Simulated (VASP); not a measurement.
# MgS in VASP: notebook

Runs on MgS. Level: PBE+D3(BJ). Tasks: single point.

Program: VASP 6.6.1. These are calculated values, not measurements. Logs are shortened: lines on timing, memory, paths and dates and some standing lists are left out, and cuts for length are marked.

## Step 1: The cell of the first run

The cell holds a sheet with vacuum, 8 atoms: a = 7.116 Å, b = 3.558 Å, c = 31.360 Å, α = 90.00°, β = 90.00°, γ = 90.00°.

## Step 2: Single point, PBE+D3(BJ)

Contents of INCAR:

```
SYSTEM = MgS
PREC = Accurate ; ENCUT = 520
EDIFF = 1E-6 ; ISMEAR = 0
SIGMA = 0.1 ; LREAL = .False.
LASPH = .True. ; NELM = 100
ALGO = Normal ; ISIF = 2
LWAVE = .False. ; LCHARG = .False.
LDIPOL = .True. ; IDIPOL = 3
DIPOL = 0.5 0.5 0.287 ; GGA = PE
IVDW = 12 ; NBANDS = 26
```

Contents of KPOINTS:

```
regular mesh
0
Gamma
  2 4 1
  0 0 0
```

Contents of POSCAR:

```
MgS
1.0
    7.1155818654      0.0000000000      0.0000000000
    0.0000000000      3.5577909327      0.0000000000
    0.0000000000      0.0000000000     31.3600000000
Mg S
4 4
Direct
    0.0000000000      0.0000000000      0.2514935758
    0.5000000000      0.0000000000      0.2514935758
    0.2500000000      0.5000000000      0.3224860160
    0.7500000000      0.5000000000      0.3224860160
    0.2500000000      0.5000000000      0.2411567710
    0.7500000000      0.5000000000      0.2411567710
    0.5000000000      0.0000000000      0.3328228208
    0.0000000000      0.0000000000      0.3328228208
```

Potentials or basis: VASP PAW PBE potentials, release 64 (Mg, S).

On the command line:

```console
> cat potpaw_PBE.64/Mg/POTCAR potpaw_PBE.64/S/POTCAR > POTCAR
> mpirun -np 1 vasp_std > vasp.out
```

OUTCAR:

```text
SYSTEM = MgS
   PREC = Accurate
   ENCUT = 520
   EDIFF = 1E-6
   ISMEAR = 0
   LREAL = .False.
   LASPH = .True.
   NELM = 100
   ISIF = 2
   GGA = PE
   IVDW = 12
 IVDW          = 12

 ion  position               nearest neighbor table
   1  0.000  0.000  0.251-   5 2.54   6 2.54   5 2.54   6 2.54   8 2.55   3 3.36   4 3.36   4 3.36
                             3 3.36   2 3.56   2 3.56
   2  0.500  0.000  0.251-   5 2.54   6 2.54   5 2.54   6 2.54   7 2.55   3 3.36   4 3.36   4 3.36
                             3 3.36   1 3.56   1 3.56
   3  0.250  0.500  0.322-   7 2.54   8 2.54   7 2.54   8 2.54   5 2.55   1 3.36   2 3.36   2 3.36
                             1 3.36   4 3.56   4 3.56
   4  0.750  0.500  0.322-   7 2.54   8 2.54   7 2.54   8 2.54   6 2.55   1 3.36   2 3.36   2 3.36
                             1 3.36   3 3.56   3 3.56
   5  0.250  0.500  0.241-   1 2.54   2 2.54   1 2.54   2 2.54   3 2.55
   6  0.750  0.500  0.241-   1 2.54   2 2.54   1 2.54   2 2.54   4 2.55
   7  0.500  0.000  0.333-   3 2.54   4 2.54   3 2.54   4 2.54   2 2.55
   8  0.000  0.000  0.333-   3 2.54   4 2.54   3 2.54   4 2.54   1 2.55

  LATTYP: Found a simple orthorhombic cell.
 ALAT       =     3.5577909327
 B/A-ratio  =     2.0000000000
 C/A-ratio  =     8.8144583516

  Lattice vectors:

 A1 = (   0.0000000000,  -3.5577909327,   0.0000000000)
 A2 = (   7.1155818654,   0.0000000000,   0.0000000000)
 A3 = (   0.0000000000,   0.0000000000,  31.3600000000)

Analysis of symmetry for initial positions (statically):
=====================================================================
 Subroutine PRICEL returns following result:

  LATTYP: Found a simple tetragonal cell.
 ALAT       =     3.5577909327
 C/A-ratio  =     8.8144583516

  Lattice vectors:

 A1 = (   3.5577909327,   0.0000000000,   0.0000000000)
 A2 = (   0.0000000000,   3.5577909327,   0.0000000000)
 A3 = (   0.0000000000,   0.0000000000,  31.3600000000)

   2 primitive cells build up your supercell.

 Routine SETGRP: Setting up the symmetry group for a
 simple orthorhombic supercell.

 Subroutine GETGRP returns: Found  8 space group operations
 (whereof  4 operations were pure point group operations)
 out of a pool of  8 trial point group operations.

The static configuration has the point symmetry C_2v.
 The point group associated with its full space group is D_2h.

Analysis of symmetry for dynamics (positions and initial velocities):
=====================================================================
 Subroutine PRICEL returns following result:

  LATTYP: Found a simple tetragonal cell.
 ALAT       =     3.5577909327
 C/A-ratio  =     8.8144583516

  Lattice vectors:

 A1 = (   3.5577909327,   0.0000000000,   0.0000000000)
 A2 = (   0.0000000000,   3.5577909327,   0.0000000000)
 A3 = (   0.0000000000,   0.0000000000,  31.3600000000)

   2 primitive cells build up your supercell.

 Routine SETGRP: Setting up the symmetry group for a
 simple orthorhombic supercell.

 Subroutine GETGRP returns: Found  8 space group operations
 (whereof  4 operations were pure point group operations)
 out of a pool of  8 trial point group operations.

The dynamic configuration has the point symmetry C_2v.
 The point group associated with its full space group is D_2h.

 Subroutine INISYM returns: Found  8 space group operations
 (whereof  4 operations are pure point group operations),
 and found     2 'primitive' translations

----------------------------------------------------------------------------------------

                                     Primitive cell

  volume of cell :     396.9510

  direct lattice vectors                    reciprocal lattice vectors
     3.557790933  0.000000000  0.000000000     0.281073289  0.000000000  0.000000000
     0.000000000  3.557790933  0.000000000     0.000000000  0.281073289  0.000000000
     0.000000000  0.000000000 31.360000000     0.000000000  0.000000000  0.031887755

  length of vectors
     3.557790933  3.557790933 31.360000000     0.281073289  0.281073289  0.031887755

  position of ions in fractional coordinates (direct lattice)
     0.000000000  0.000000000  0.251493576
     0.500000000  0.500000000  0.322486016
     0.500000000  0.500000000  0.241156771
     0.000000000  0.000000000  0.332822821

  ion indices of the primitive-cell ions
   primitive index   ion index
                 1           1
                 2           3
                 3           5
                 4           8

----------------------------------------------------------------------------------------

 KPOINTS: regular mesh

Automatic generation of k-mesh.
 Grid dimensions read from file:
 generate k-points for:    2    4    1

 Generating k-lattice:

  Cartesian coordinates                     Fractional coordinates (reciprocal lattice)
     0.070268322  0.000000000  0.000000000     0.500000000  0.000000000  0.000000000
     0.000000000  0.070268322  0.000000000     0.000000000  0.250000000  0.000000000
     0.000000000  0.000000000  0.031887755     0.000000000  0.000000000  1.000000000

  Length of vectors
     0.070268322  0.070268322  0.031887755

  Shift w.r.t. Gamma in fractional coordinates (k-lattice)
     0.000000000  0.000000000  0.000000000

 Subroutine IBZKPT returns following result:
 ===========================================

 Found      6 irreducible k-points:

 Following reciprocal coordinates:
            Coordinates               Weight
  0.000000  0.000000  0.000000      1.000000
  0.500000  0.000000  0.000000      1.000000
  0.000000  0.250000  0.000000      2.000000
  0.500000  0.250000  0.000000      2.000000
  0.000000  0.500000  0.000000      1.000000
  0.500000  0.500000  0.000000      1.000000
   k-points           NKPTS =      6   k-points in BZ     NKDIM =      6   number of bands    NBANDS=     26
   number of dos      NEDOS =    301   number of ions     NIONS =      8
   total plane-waves  NPLWV = 362880
   dimension x,y,z NGX =    54 NGY =   28 NGZ =  240
   dimension x,y,z NGXF=   108 NGYF=   56 NGZF=  480
   ions per type =               4   4
   NGX,Y,Z   is equivalent  to a cutoff of  12.62, 13.08, 12.72 a.u.
   NGXF,Y,Z  is equivalent  to a cutoff of  25.23, 26.17, 25.45 a.u.
 SYSTEM =  MgS
   PREC   = accura    normal or accurate (medium, high low for compatibility)
   ISTART =      0    job   : 0-new  1-cont  2-samecut
   ICHARG =      2    charge: 1-file 2-atom 10-const
   ISPIN  =      1    spin polarized calculation?
   LNONCOLLINEAR =      F non collinear calculations
   LSORBIT =      F    spin-orbit coupling
   LASPH  =      T    aspherical Exc in radial PAW
   ENCUT  =  520.0 eV  38.22 Ry    6.18 a.u.  13.23  6.62 58.31*2*pi/ulx,y,z
   NELM   =    100;   NELMIN=  2; NELMDL= -5     # of ELM steps
   EDIFF  = 0.1E-05   stopping-criterion for ELM
   LREAL  =      F    real-space projection
   EDIFFG = 0.1E-04   stopping-criterion for IOM
   NSW    =      0    number of steps for IOM
   IBRION =     -1    ionic relax: 0-MD 1-quasi-New 2-CG
   NFREE  =      0    steps in history (QN), initial steepest desc. (CG)
   ISIF   =      2    stress and relaxation
   ISYM   =      2    0-nonsym 1-usesym 2-fastsym
   POTIM  = 0.5000    time-step for ionic-motion
   TEBEG  =    0.0;   TEEND  =   0.0 temperature during run
   PSTRESS=    0.0 pullay stress
   NELECT =      32.0000    total number of electrons
   NUPDOWN=      -1.0000    fix difference up-down
   EMIN   =  10.00;   EMAX   =-10.00  energy-range for DOS
   EFERMI =   0.00;   METHOD = LEGACY
   ISMEAR =     0;   SIGMA  =   0.10  broadening in eV -4-tet -1-fermi 0-gaus
   EFERMI_NEDOS =   21; number of points for ismear=-14 and -15
   IALGO  =     38    algorithm
   IMIX   =      4    mixing-type and parameters
     AMIX     =   0.40;   BMIX     =  1.00
     AMIX_MAG =   1.60;   BMIX_MAG =  1.00
  volume/ion in A,a.u.               =      99.24       669.69
  Fermi-wavevector in a.u.,A,eV,Ry     =   0.561310  1.060721  4.286768  0.315069
  Thomas-Fermi vector in A             =   1.597553
   LORBIT       =      0    0 simple, 1 ext, 2 COOP (PROOUT), +10 PAW based schemes
   GGA     = PE    functional components
   LHFCALC =     F    Hartree Fock is set to
   AEXX    =    0.0000 exact exchange contribution
   IVDW    =    12    specifies the selected vdW correction
   LEPSILON=     F    determine dielectric tensor
   LRPA    =     F    only Hartree local field effects (RPA)
 non-spin polarized calculation
 Gauss-broadening in eV      SIGMA  =   0.10
  energy-cutoff  :      520.00
  volume of cell :      793.90
 maximum number of plane-waves:     21454
 NGX is ok and might be reduce to    54
   NGX = 27   NGY = 13   NGZ =117

 dipolmoment           0.000000      0.000000     -0.000017 electrons x Angstroem

 number of electron      31.9999999 magnetization

 dipolmoment           0.000000      0.000000      0.000005 electrons x Angstroem

 Free energy of the ion-electron system (eV)
  ---------------------------------------------------
  ext. energy  EPLUGINS =         0.00000000
  ---------------------------------------------------
  free energy    TOTEN  =       -32.85445910 eV

  energy without entropy =      -32.85445910  energy(sigma->0) =      -32.85445910

 E-fermi :  -3.6384     XC(G=0):  -2.1096

 val. band max:       -4.1301217800   @ k =   0.5000   0.0000   0.0000
 cond. band min:      -0.7192966108   @ k =   0.0000   0.5000   0.0000
 fundamental gap:      3.4108251692
 Fermi energy:        -3.6384173110

 k-point     1 :       0.0000    0.0000    0.0000
  band No.  band energies     occupation
      1     -16.1820      2.00000
      2     -15.3966      2.00000
      3     -15.1459      2.00000
      4     -15.1459      2.00000
      5      -8.1999      2.00000
      6      -8.1999      2.00000
[... 18 lines left out ...]
     25       1.9592      0.00000
     26       2.5229      0.00000
[... 122 lines left out ...]
      4     -14.9009      2.00000
      5      -7.8053      2.00000
      6      -7.8053      2.00000
[... 18 lines left out ...]
     25       3.8966      0.00000
     26       3.8966      0.00000

------------------------ aborting loop because EDIFF is reached ----------------------------------------

 vacuum level on the upper side and lower side of the slab       (xc-potential included)        -0.006        -0.006

 Edisp (eV)   -1.86289

 E8    (eV) :    -0.7944

  FORCE on cell =-STRESS in cart. coord.  units (eV):
  Direction    XX          YY          ZZ          XY          YZ          ZX
  --------------------------------------------------------------------------------------
  -------------------------------------------------------------------------------------
  Total      -0.04153    -0.04146    -0.24424     0.00000     0.00000     0.00000
  in kB      -0.08382    -0.08367    -0.49291     0.00000     0.00000     0.00000
  external pressure =       -0.22 kB  Pullay stress =        0.00 kB

 VOLUME and BASIS-vectors are now :
 -----------------------------------------------------------------------------
  energy-cutoff  :      520.00
  volume of cell :      793.90
      direct lattice vectors                 reciprocal lattice vectors
     7.115581865  0.000000000  0.000000000     0.140536645  0.000000000  0.000000000
     0.000000000  3.557790933  0.000000000     0.000000000  0.281073289  0.000000000
     0.000000000  0.000000000 31.360000000     0.000000000  0.000000000  0.031887755

 POSITION                                       TOTAL-FORCE (eV/Angst)
 -----------------------------------------------------------------------------------
      0.00000      0.00000      7.88684         0.000000     -0.000000      0.020988
      3.55779      0.00000      7.88684         0.000000     -0.000000      0.020988
      1.77890      1.77890     10.11316         0.000000     -0.000000     -0.020988
      5.33669      1.77890     10.11316         0.000000      0.000000     -0.020988
      1.77890      1.77890      7.56268         0.000000      0.000000      0.019748
      5.33669      1.77890      7.56268         0.000000      0.000000      0.019748
      3.55779      0.00000     10.43732         0.000000     -0.000000     -0.019748
      0.00000      0.00000     10.43732        -0.000000     -0.000000     -0.019748
 -----------------------------------------------------------------------------------
    total drift:                                0.000000     -0.000000      0.000071

  FREE ENERGIE OF THE ION-ELECTRON SYSTEM (eV)
  ---------------------------------------------------
  free  energy   TOTEN  =       -34.7173484170 eV

  energy  without entropy=      -34.7173484170  energy(sigma->0) =      -34.71734842

 vacuum level on the upper side and lower side of the slab         1.646         1.646
```

Run time: 7.4 min. Hardware: 1 thread of Intel Xeon 8259CL, shared host; peak memory 0.73 GiB.

Results:

| Quantity | Value |
| --- | --- |
| Free energy | -34.7173 eV |
| Largest force | 0.021 eV/Å |
| Band gap on the k mesh | 3.41 eV |
| Dispersion energy per atom | -0.233 eV |

Forces on the atoms (eV/Å):
```
Mg   0.000  0.000  0.021
Mg   0.000  0.000  0.021
Mg   0.000  0.000 -0.021
Mg   0.000  0.000 -0.021
S    0.000  0.000  0.020
S    0.000  0.000  0.020
S    0.000  0.000 -0.020
S    0.000  0.000 -0.020
```

Caveat: the k points lie up to 0.44 Å⁻¹ apart.

(Continued in part 2 of 2.)
